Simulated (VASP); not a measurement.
## In: single point with PBE

In:

```
In
1.0
     3.33548    0.00000    0.00000
    -1.66774    2.88861    0.00000
     0.00000    0.00000    5.50914
In
2
Direct
  0.66667 0.33333 0.75000
  0.33333 0.66667 0.25000
```

This isn't the form of In at room conditions, which is tetragonal.

```json
{
 "Program": "VASP 6.6.1",
 "Task": "single point",
 "Functional": "PBE",
 "Potentials or basis": "VASP PAW PBE potentials, release 64 (In_d)",
 "Cutoff": "520 eV",
 "k mesh": "9 × 9 × 5",
 "Occupations": "gaussian, width 0.026 eV",
 "Spin": "no spin polarisation"
}
```

| Quantity | Value |
| --- | --- |
| Pressure | 1.3 GPa |
| Band gap on the k mesh | zero (bands 13 and 14 overlap by 4.01 eV) |

Stress tensor (GPa, compression positive):
```
1.83 0.00 0.00
0.00 1.83 0.00
0.00 0.00 0.23
```

Levels at points of the mesh, in eV from the Fermi level:
```tsv
k point	band 11	band 12	band 13	band 14	band 15	band 16
(0.00, 0.00, 0.00)	-9.53	-4.52	-3.44	8.30	8.30	10.11
```

Run time: 33 s on 1 thread of AMD EPYC 7R43 64-Core Processor (Zen 3) (shared host), peak memory 0.15 GiB.

Caveat: spin-orbit coupling is left out, which moves the levels of the heavy elements.
